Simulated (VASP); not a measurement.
Set up this calculation in VASP 6.6.1, as the native input.

- Task: single point
- Functional: PBE
- Potentials or basis: VASP PAW PBE potentials, release 64 (Li_sv, Cl)
- Cutoff: 520 eV
- k mesh: 8 × 8 × 8
- Occupations: fermi-dirac, width 0.02 eV
- Spin: no spin polarisation
- Dipole correction: no
- Further INCAR settings: ALGO = Normal; EDIFF = 1e-06; NBANDS = 12

The structure of LiCl lies in POSCAR:

```
LiCl
1.0
    3.1693915837      0.0000000000      0.0000000000
    0.0000000000      3.2711235254      0.0000000000
    0.0000000000      0.0000000000      3.2711235254
Li Cl
1 1
Direct
    0.0000000000      0.0000000000      0.0000000000
    0.5000000000      0.5000000000      0.5000000000
```

This cell differs from its parent crystal: uniaxial x strain -3.1%.

These files were run (other wordings do the same):

INCAR

```
ALGO     = Normal         # electronic algorithm
EDIFF    = 1E-6           # SCF threshold, eV
ENCUT    = 520            # plane-wave cutoff, eV
GGA      = PE             # functional
ISIF     = 2              # what is computed and relaxed
ISMEAR   = -1             # smearing method
LASPH    = True           # aspherical terms in the spheres
LCHARG   = True           # write CHGCAR
LELF     = True           # ELF
LREAL    = False          # projectors in reciprocal space
LVHAR    = True         
LWAVE    = False          # write WAVECAR
NBANDS   = 12             # bands
NELM     = 100            # most SCF steps
PREC     = Accurate       # precision mode
SIGMA    = 0.02           # smearing width, eV
```

KPOINTS

```
k-points
0
Gamma
  8 8 8
```

Potentials or basis: VASP PAW PBE potentials, release 64 (Li_sv, Cl).

The run is started by

```sh
$ cat potpaw_PBE.64/Li_sv/POTCAR potpaw_PBE.64/Cl/POTCAR > POTCAR
$ mpirun -np 1 vasp_std > vasp.out
```

Results of the run:

| Quantity | Value |
| --- | --- |
| Band gap on the k mesh | 4.37 eV, indirect (least direct gap 4.90 eV) |

Caveat: the cell differs from its parent crystal (uniaxial x strain -3.1%).

Wall time 12 s on 1 thread of Intel(R) Xeon(R) Platinum 8259CL CPU @ 2.50GHz (Skylake/Cascade Lake) (shared host), peak memory 0.15 GiB.
